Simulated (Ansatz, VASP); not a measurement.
# One calculation of HfN, two programs

```
Hf N
1.0
     0.00000   -2.23398   -2.23398
     0.00000    2.23398   -2.23398
     4.46795    0.00000    0.00000
Hf N
2 2
Direct
  0.50428 0.49572 0.50000
  0.99572 0.00428 0.00000
  0.48770 0.51230 0.00000
  0.01230 0.98770 0.50000
```

Change from the starting cell: mode 4 frozen in at -0.021 Å and mode 11 at +0.043 Å (largest displacements).

Alike in both runs: task single point; functional LDA; k mesh 14 × 14 × 10; occupations gaussian, width 0.15 eV; no spin polarisation.

|  | VASP | Ansatz |
| --- | --- | --- |
| version | VASP 6.6.1 | Ansatz 0.2.0 |
| potentials or method | VASP PAW LDA potentials, release 64 (Hf_pv, N), cutoff 520 eV | scalar-relativistic, plane waves, PAW |
| valence electrons in the cell | 30 | 62 |

VASP gave:

- gap on the k mesh at the Fermi level (eV): none
- pressure (GPa): -1.0
- traceless stress, the component that is largest in VASP (GPa): 0.59
- rms of the force components (eV/Å): 0.256

Problem. Which values does Ansatz return?

Solution. gap on the k mesh at the Fermi level (eV): none; pressure (GPa): 0.2; traceless stress, the component that is largest in VASP (GPa): 0.60; rms of the force components (eV/Å): 0.254.

Ansatz warns that its potentials were made for another functional, while VASP's fit it. LDA's correlation is that of Perdew and Zunger in VASP and of Perdew and Wang (1992) in Ansatz. Atom by atom the forces differ by 0.003 eV/Å (rms over components). A gap of «none» marks a metal or a gap that the smearing closes. VASP's potentials hold 30 valence electrons a cell and Ansatz's 62, so a difference there can come from the potentials and not from the codes.

Neither program's run includes spin-orbit coupling.
